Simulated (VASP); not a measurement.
# HfN (P6_3/mmc) in VASP: single point with PBE

Aim: the single point of HfN with PBE.

Everything below comes from runs of VASP 6.6.1. Logs are shortened: lines on timing, memory, paths and dates and some standing lists are left out, and cuts for length are marked.

### 1 The cell of the first run

The structure is hexagonal, space group P6_3/mmc (No. 194). The conventional cell has a = 3.150 Å, b = 3.150 Å, c = 5.691 Å, α = 90.00°, β = 90.00°, γ = 120.00°. Within 3.2 Å of Hf (site symmetry -3m) lie 6 N at 2.31 Å and 8 Hf at 2.85 to 3.15 Å. N (site symmetry -6m2) has 6 Hf at 2.31 Å and 6 N at 3.15 Å within 3.2 Å.

### 2 Single point, PBE

Input file INCAR:

```
SYSTEM = HfN
PREC     = Accurate       ! precision mode
ENCUT    = 600            ! plane-wave cutoff, eV
EDIFF    = 1E-6           ! SCF threshold, eV
ISMEAR   = 0              ! smearing method
SIGMA    = 0.1            ! smearing width, eV
LREAL    = .False.        ! projectors in reciprocal space
LASPH    = .True.         ! aspherical terms in the spheres
NELM     = 120            ! most SCF steps
ALGO     = Normal         ! electronic algorithm
ISIF     = 2              ! what is computed and relaxed
LWAVE    = .False.        ! write WAVECAR
LCHARG   = .False.        ! write CHGCAR
GGA      = PE             ! functional
NBANDS   = 23             ! bands
GGA_COMPAT= .False.
```

Input file KPOINTS:

```
regular mesh
0
Gamma
  21 21 18
  0 0 0
```

Input file POSCAR:

```
HfN
1.0
    3.1503951744      0.0000000000      0.0000000000
   -1.5751975872      2.7283222530      0.0000000000
    0.0000000000      0.0000000000      5.6913873597
Hf N
2 2
Direct
    0.0000000000      0.0000000000      0.0000000000
    0.0000000000      0.0000000000      0.5000000000
    0.3333333333      0.6666666667      0.2500000000
    0.6666666667      0.3333333333      0.7500000000
```

Potentials or basis: VASP PAW PBE potentials, release 64 (Hf_pv, N).

Run with:

```bash
$ cat potpaw_PBE.64/Hf_pv/POTCAR potpaw_PBE.64/N/POTCAR > POTCAR
$ mpirun -np 1 vasp_std > vasp.out
```

OUTCAR:

```text
SYSTEM = HfN
   PREC = Accurate
   ENCUT = 600
   EDIFF = 1E-6
   ISMEAR = 0
   LREAL = .False.
   LASPH = .True.
   NELM = 120
   ISIF = 2
   GGA = PE

 ion  position               nearest neighbor table
   1  0.000  0.000  0.000-   3 2.31   4 2.31   4 2.31   3 2.31   4 2.31   3 2.31   2 2.85   2 2.85

   2  0.000  0.000  0.500-   3 2.31   4 2.31   4 2.31   3 2.31   4 2.31   3 2.31   1 2.85   1 2.85

   3  0.333  0.667  0.250-   1 2.31   2 2.31   1 2.31   2 2.31   1 2.31   2 2.31
   4  0.667  0.333  0.750-   1 2.31   2 2.31   1 2.31   2 2.31   1 2.31   2 2.31

  LATTYP: Found a hexagonal cell.
 ALAT       =     3.1503951744
 C/A-ratio  =     1.8065630007

  Lattice vectors:

 A1 = (   3.1503951744,   0.0000000000,   0.0000000000)
 A2 = (  -1.5751975872,   2.7283222530,   0.0000000000)
 A3 = (   0.0000000000,   0.0000000000,   5.6913873597)

Analysis of symmetry for initial positions (statically):
=====================================================================
 Subroutine PRICEL returns:
 Original cell was already a primitive cell.

 Routine SETGRP: Setting up the symmetry group for a
 hexagonal supercell.

 Subroutine GETGRP returns: Found 24 space group operations
 (whereof 12 operations were pure point group operations)
 out of a pool of 24 trial point group operations.

The static configuration has the point symmetry D_3d.
 The point group associated with its full space group is D_6h.

Analysis of symmetry for dynamics (positions and initial velocities):
=====================================================================
 Subroutine PRICEL returns:
 Original cell was already a primitive cell.

 Routine SETGRP: Setting up the symmetry group for a
 hexagonal supercell.

 Subroutine GETGRP returns: Found 24 space group operations
 (whereof 12 operations were pure point group operations)
 out of a pool of 24 trial point group operations.

The dynamic configuration has the point symmetry D_3d.
 The point group associated with its full space group is D_6h.

 Subroutine INISYM returns: Found 24 space group operations
 (whereof 12 operations are pure point group operations),
 and found     1 'primitive' translations

----------------------------------------------------------------------------------------

                                     Primitive cell

  volume of cell :      48.9191

  direct lattice vectors                    reciprocal lattice vectors
     3.150395174  0.000000000  0.000000000     0.317420496  0.183262809  0.000000000
    -1.575197587  2.728322253  0.000000000     0.000000000  0.366525618  0.000000000
     0.000000000  0.000000000  5.691387360     0.000000000  0.000000000  0.175704084

  length of vectors
     3.150395174  3.150395174  5.691387360     0.366525618  0.366525618  0.175704084

  position of ions in fractional coordinates (direct lattice)
     0.000000000  0.000000000  0.000000000
     0.000000000  0.000000000  0.500000000
     0.333333333  0.666666667  0.250000000
     0.666666667  0.333333333  0.750000000

  ion indices of the primitive-cell ions
   primitive index   ion index
                 1           1
                 2           2
                 3           3
                 4           4

----------------------------------------------------------------------------------------

 KPOINTS: regular mesh

Automatic generation of k-mesh.
 Grid dimensions read from file:
 generate k-points for:   21   21   18

 Generating k-lattice:

  Cartesian coordinates                     Fractional coordinates (reciprocal lattice)
     0.015115262  0.008726800  0.000000000     0.047619048  0.000000000  0.000000000
     0.000000000  0.017453601  0.000000000     0.000000000  0.047619048  0.000000000
     0.000000000  0.000000000  0.009761338     0.000000000  0.000000000  0.055555556

  Length of vectors
     0.017453601  0.017453601  0.009761338

  Shift w.r.t. Gamma in fractional coordinates (k-lattice)
     0.000000000  0.000000000  0.000000000

 Subroutine IBZKPT returns following result:
 ===========================================

 Found    480 irreducible k-points:

 Following reciprocal coordinates:
            Coordinates               Weight
  0.000000  0.000000  0.000000      1.000000
  0.047619 -0.000000  0.000000      6.000000
  0.095238 -0.000000  0.000000      6.000000
  0.142857 -0.000000  0.000000      6.000000
  0.190476 -0.000000  0.000000      6.000000
  0.238095 -0.000000  0.000000      6.000000
[... 16 lines left out ...]
  0.142857  0.095238  0.000000     12.000000
  0.190476  0.095238  0.000000     12.000000
 [... further k-points ...]
   k-points           NKPTS =    480   k-points in BZ     NKDIM =    480   number of bands    NBANDS=     23
   number of dos      NEDOS =    301   number of ions     NIONS =      4
   total plane-waves  NPLWV =  37632
   dimension x,y,z NGX =    28 NGY =   28 NGZ =   48
   dimension x,y,z NGXF=    56 NGYF=   56 NGZF=   96
   ions per type =               2   2
   NGX,Y,Z   is equivalent  to a cutoff of  14.78, 14.78, 14.02 a.u.
   NGXF,Y,Z  is equivalent  to a cutoff of  29.55, 29.55, 28.04 a.u.
 SYSTEM =  HfN
   PREC   = accura    normal or accurate (medium, high low for compatibility)
   ISTART =      0    job   : 0-new  1-cont  2-samecut
   ICHARG =      2    charge: 1-file 2-atom 10-const
   ISPIN  =      1    spin polarized calculation?
   LNONCOLLINEAR =      F non collinear calculations
   LSORBIT =      F    spin-orbit coupling
   LASPH  =      T    aspherical Exc in radial PAW
   ENCUT  =  600.0 eV  44.10 Ry    6.64 a.u.   6.29  6.29 11.37*2*pi/ulx,y,z
   NELM   =    120;   NELMIN=  2; NELMDL= -5     # of ELM steps
   EDIFF  = 0.1E-05   stopping-criterion for ELM
   LREAL  =      F    real-space projection
   EDIFFG = 0.1E-04   stopping-criterion for IOM
   NSW    =      0    number of steps for IOM
   IBRION =     -1    ionic relax: 0-MD 1-quasi-New 2-CG
   NFREE  =      0    steps in history (QN), initial steepest desc. (CG)
   ISIF   =      2    stress and relaxation
   ISYM   =      2    0-nonsym 1-usesym 2-fastsym
   POTIM  = 0.5000    time-step for ionic-motion
   TEBEG  =    0.0;   TEEND  =   0.0 temperature during run
   PSTRESS=    0.0 pullay stress
   NELECT =      30.0000    total number of electrons
   NUPDOWN=      -1.0000    fix difference up-down
   EMIN   =  10.00;   EMAX   =-10.00  energy-range for DOS
   EFERMI =   0.00;   METHOD = LEGACY
   ISMEAR =     0;   SIGMA  =   0.10  broadening in eV -4-tet -1-fermi 0-gaus
   EFERMI_NEDOS =   21; number of points for ismear=-14 and -15
   IALGO  =     38    algorithm
   IMIX   =      4    mixing-type and parameters
     AMIX     =   0.40;   BMIX     =  1.00
     AMIX_MAG =   1.60;   BMIX_MAG =  1.00
  volume/ion in A,a.u.               =      12.23        82.53
  Fermi-wavevector in a.u.,A,eV,Ry     =   1.390878  2.628378 26.321028  1.934541
  Thomas-Fermi vector in A             =   2.514771
   LORBIT       =      0    0 simple, 1 ext, 2 COOP (PROOUT), +10 PAW based schemes
   GGA     = PE    functional components
   LHFCALC =     F    Hartree Fock is set to
   AEXX    =    0.0000 exact exchange contribution
   IVDW    =     0    specifies the selected vdW correction
   LEPSILON=     F    determine dielectric tensor
   LRPA    =     F    only Hartree local field effects (RPA)
 non-spin polarized calculation
 Gauss-broadening in eV      SIGMA  =   0.10
  energy-cutoff  :      600.00
  volume of cell :       48.92
 maximum number of plane-waves:      1666
 NGX is ok and might be reduce to    28
   NGX = 13   NGY = 13   NGZ = 23

 number of electron      30.0000000 magnetization

 Free energy of the ion-electron system (eV)
  ---------------------------------------------------
  ext. energy  EPLUGINS =         0.00000000
  ---------------------------------------------------
  free energy    TOTEN  =       -42.09837266 eV

  energy without entropy =      -42.09037944  energy(sigma->0) =      -42.09437605

 E-fermi :   7.4825     XC(G=0): -12.3696

 val. band max:        7.4810970145   @ k =   0.1905   0.1905   0.5000
 cond. band min:       7.4828332969   @ k =   0.3810   0.1905   0.4444
 fundamental gap:      0.0017362824
 Fermi energy:         7.4824728250

 k-point     1 :       0.0000    0.0000    0.0000
  band No.  band energies     occupation
      1     -24.4642      2.00000
      2     -23.5803      2.00000
      3     -23.5803      2.00000
      4     -23.4534      2.00000
      5     -23.4534      2.00000
      6     -23.1859      2.00000
[... 15 lines left out ...]
     22      12.5308      0.00000
     23      12.8167      0.00000

 k-point     2 :       0.0476   -0.0000    0.0000
  band No.  band energies     occupation
      1     -24.4594      2.00000
      2     -23.5995      2.00000
      3     -23.5843      2.00000
      4     -23.4695      2.00000
      5     -23.4569      2.00000
      6     -23.1837      2.00000
[... 15 lines left out ...]
     22      12.7420      0.00000
     23      12.8087      0.00000

 k-point     3 :       0.0952   -0.0000    0.0000
  band No.  band energies     occupation
      1     -24.4453      2.00000
      2     -23.6551      2.00000
      3     -23.5959      2.00000
      4     -23.5162      2.00000
      5     -23.4671      2.00000
      6     -23.1775      2.00000
[... 15 lines left out ...]
     22      12.7406      0.00000
     23      12.8542      0.00000

 k-point     4 :       0.1429   -0.0000    0.0000
  band No.  band energies     occupation
      1     -24.4233      2.00000
      2     -23.7408      2.00000
      3     -23.6140      2.00000
      4     -23.5887      2.00000
      5     -23.4830      2.00000
      6     -23.1678      2.00000
[... 15 lines left out ...]
     22      12.6541      0.00000
     23      13.0421      0.00000

 k-point     5 :       0.1905   -0.0000    0.0000
  band No.  band energies     occupation
      1     -24.3951      2.00000
      2     -23.8478      2.00000
      3     -23.6796      2.00000
      4     -23.6369      2.00000
      5     -23.5032      2.00000
      6     -23.1553      2.00000
[... 434 lines left out ...]
 k-point    22 :       0.0952    0.0952    0.0000
  band No.  band energies     occupation
      1     -24.4108      2.00000
      2     -23.7837      2.00000
      3     -23.6292      2.00000
      4     -23.6250      2.00000
      5     -23.4963      2.00000
      6     -23.1622      2.00000
[... 15 lines left out ...]
     22      12.8932      0.00000
     23      13.0443      0.00000

 k-point    23 :       0.1429    0.0952    0.0000
  band No.  band energies     occupation
      1     -24.3838      2.00000
      2     -23.8797      2.00000
      3     -23.7067      2.00000
      4     -23.6568      2.00000
      5     -23.5204      2.00000
      6     -23.1503      2.00000
[... 15 lines left out ...]
     22      12.9988      0.00000
     23      13.4119      0.00000

 k-point    24 :       0.1905    0.0952    0.0000
  band No.  band energies     occupation
      1     -24.3532      2.00000
      2     -23.9849      2.00000
      3     -23.7970      2.00000
      4     -23.6880      2.00000
      5     -23.5477      2.00000
      6     -23.1369      2.00000
[... 15 lines left out ...]
     22      13.1049      0.00000
     23      13.4302      0.00000

 [... further k-points ...]
[... 5 lines left out ...]
  --------------------------------------------------------------------------------------
  -------------------------------------------------------------------------------------
  Total       -0.4759152     -0.4759152     -1.0034960      0.0000000      0.0000000      0.0000000
  in kB      -15.5869577    -15.5869577    -32.8660395      0.0000000      0.0000000      0.0000000
  external PRESSURE =     -21.3466516 kB  Pullay stress =       0.0000000 kB

 VOLUME and BASIS-vectors are now :
 -----------------------------------------------------------------------------
  energy-cutoff  :      600.00
  volume of cell :       48.92
      direct lattice vectors                 reciprocal lattice vectors
     3.150395174  0.000000000  0.000000000     0.317420496  0.183262809  0.000000000
    -1.575197587  2.728322253  0.000000000     0.000000000  0.366525618  0.000000000
     0.000000000  0.000000000  5.691387360     0.000000000  0.000000000  0.175704084

 POSITION                                       TOTAL-FORCE (eV/Angst)
 -----------------------------------------------------------------------------------
      0.00000      0.00000      0.00000        -0.000000      0.000000      0.000000
      0.00000      0.00000      2.84569        -0.000000      0.000000      0.000000
     -0.00000      1.81888      1.42285         0.000000      0.000000     -0.000000
      1.57520      0.90944      4.26854        -0.000000     -0.000000      0.000000
 -----------------------------------------------------------------------------------
    total drift:                                0.000000     -0.000000      0.000000

  FREE ENERGIE OF THE ION-ELECTRON SYSTEM (eV)
  ---------------------------------------------------
  free  energy   TOTEN  =       -42.0983726590 eV

  energy  without entropy=      -42.0903794372  energy(sigma->0) =      -42.09437605
```

It took 11 min on 1 thread of Intel Xeon 6975P-C (Granite Rapids), shared host; peak memory 0.63 GiB.

Results:

```
Free energy            : -42.0984 eV
Pressure               : -2.1 GPa
Band gap on the k mesh : zero (bands 15 and 16 overlap by 2.09 eV)
```

Stress tensor (GPa, compression positive):
```
-1.56  0.00  0.00
 0.00 -1.56  0.00
 0.00  0.00 -3.29
```

Caveat: spin-orbit coupling is left out, which moves the levels of the heavy elements.
